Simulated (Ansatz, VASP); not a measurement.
CsSnI3: VASP beside Ansatz

POSCAR

```
CsSnI3
1.0
    6.2414001339      0.0000000000      0.0000000000
    0.0000000000      6.2414001339      0.0000000000
    0.0000000000      0.0000000000      6.2414001339
Cs Sn I
1 1 3
Direct
    0.0000000000      0.0000000000      0.0000000000
    0.5000000000      0.5000000000      0.5000000000
    0.0000000000      0.5000000000      0.5000000000
    0.5000000000      0.0000000000      0.5000000000
    0.5000000000      0.5000000000      0.0000000000
```

File INCAR.step1:

```
SYSTEM = CsSnI3
PREC = Accurate
ENCUT = 550
ISMEAR = 0
SIGMA = 0.01
LREAL = .False.
LASPH = .True.
NELM = 120
NBANDS = 30
GGA = PE
ALGO = Normal
EDIFF = 1E-5
LWAVE = .True.
LCHARG = .False.
GGA_COMPAT = .False.
```

The input INCAR.step2:

```
SYSTEM = CsSnI3
PREC = Accurate
ENCUT = 550
EDIFF = 1E-6
ISMEAR = 0
SIGMA = 0.01
LREAL = .False.
LASPH = .True.
NELM = 120
ALGO = Normal
ISIF = 2
LWAVE = .False.
LCHARG = .False.
METAGGA = R2SCAN
LMIXTAU = .True.
NBANDS = 30
ISTART = 1
GGA_COMPAT = .False.
```

File KPOINTS:

```
regular mesh
0
Gamma
  4 4 4
  0 0 0
```

Input for Ansatz:

```yaml
crystal:
  lattice:
    - [6.2414001339, 0.0, 0.0]
    - [0.0, 6.2414001339, 0.0]
    - [0.0, 0.0, 6.2414001339]
  atoms:
    - { symbol: Cs, position: [0.0, 0.0, 0.0] }
    - { symbol: Sn, position: [0.5, 0.5, 0.5] }
    - { symbol: I, position: [0.0, 0.5, 0.5] }
    - { symbol: I, position: [0.5, 0.0, 0.5] }
    - { symbol: I, position: [0.5, 0.5, 0.0] }
kpoints:
  mp_grid: { grid: [4, 4, 4] }
hamiltonian:
  xc: r2scan
scf:
  occupations: { method: fixed }
output:
  optics:
    e_range: [0, 12]
    de: 0.05
    sigma: 0.1
    bands: { spectra_wanted_up_to: 12 }
  write_density: true
  write_potential: true
  elf: true
  volumetric_format: npy
```

Alike in both runs: task single point; functional r2SCAN; k mesh 4 × 4 × 4; no spin polarisation.

|  | VASP | Ansatz |
| --- | --- | --- |
| version | VASP 6.6.1 | Ansatz 0.2.0 |
| potentials or method | VASP PAW PBE potentials, release 64 (Cs_sv, Sn_d, I) | plane waves, PAW |
| plane-wave cutoff (eV) | 550 | 500 |
| occupations | gaussian, width 0.01 eV | fixed |
| valence electrons in the cell | 44 | 74 |

```tsv
	VASP	Ansatz	Ansatz less VASP
gap on the k mesh at the Fermi level (eV)	0.50	0.50	+0.001
```

VASP's potentials were made for PBE, not for r2SCAN. VASP's potentials hold 44 valence electrons a cell and Ansatz's 74, so a difference there can come from the potentials and not from the codes.

Neither program's run includes spin-orbit coupling.
